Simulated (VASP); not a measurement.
A run of VASP 6.6.1 is set up as follows.

Contents of POSCAR:

```
NiO
1.0
    9.0000000000      0.0000000000      0.0000000000
    0.0000000000      9.3000000000      0.0000000000
    0.0000000000      0.0000000000      3.7695809203
Ni O
1 1
Direct
    0.5000000000      0.5000000000      0.0000000000
    0.5000000000      0.5000000000      0.4650000000
```

Contents of INCAR.step1:

```
SYSTEM = NiO
  ALGO = Normal
  EDIFF = 1E-5
  ENCUT = 580
  GGA = PE
  GGA_COMPAT = .FALSE.
  ISMEAR = 0
  ISPIN = 2
  LASPH = .TRUE.
  LCHARG = .FALSE.
  LMAXMIX = 4
  LREAL = .FALSE.
  LWAVE = .TRUE.
  MAGMOM = 1.84 0.5
  NBANDS = 23
  NELM = 200
  PREC = Accurate
  SIGMA = 0.05
```

Contents of INCAR.step2:

```
SYSTEM = NiO
  ALGO = Normal
  EDIFF = 1E-6
  ENCUT = 580
  GGA_COMPAT = .FALSE.
  ISIF = 2
  ISMEAR = 0
  ISPIN = 2
  ISTART = 1
  LASPH = .TRUE.
  LCHARG = .TRUE.
  LELF = .TRUE.
  LMAXMIX = 4
  LMIXTAU = .TRUE.
  LORBIT = 11
  LREAL = .FALSE.
  LVHAR = .TRUE.
  LWAVE = .FALSE.
  MAGMOM = 1.84 0.5
  METAGGA = R2SCAN
  NBANDS = 23
  NELM = 200
  PREC = Accurate
  SIGMA = 0.05
```

KPOINTS

```
k-points
0
G
  1 1 17
  0 0 0
```

Potentials or basis: VASP PAW PBE potentials, release 64 (Ni_sv_GW, O).

The run is started by

```sh
$ cat potpaw_PBE.64/Ni_sv_GW/POTCAR potpaw_PBE.64/O/POTCAR > POTCAR
$ cp INCAR.step1 INCAR
$ mpirun -np 1 vasp_std > vasp.out
$ cp INCAR.step2 INCAR
$ mpirun -np 1 vasp_std > vasp.out
```

(1) Estimate the largest force.

(2) What does it give for the net moment?

Answers

(1) 0.705 eV/Å.

(2) 2.00 μB per cell.

Caveat: the PAW data sets were made with another functional, which shifts forces and pressure a little.
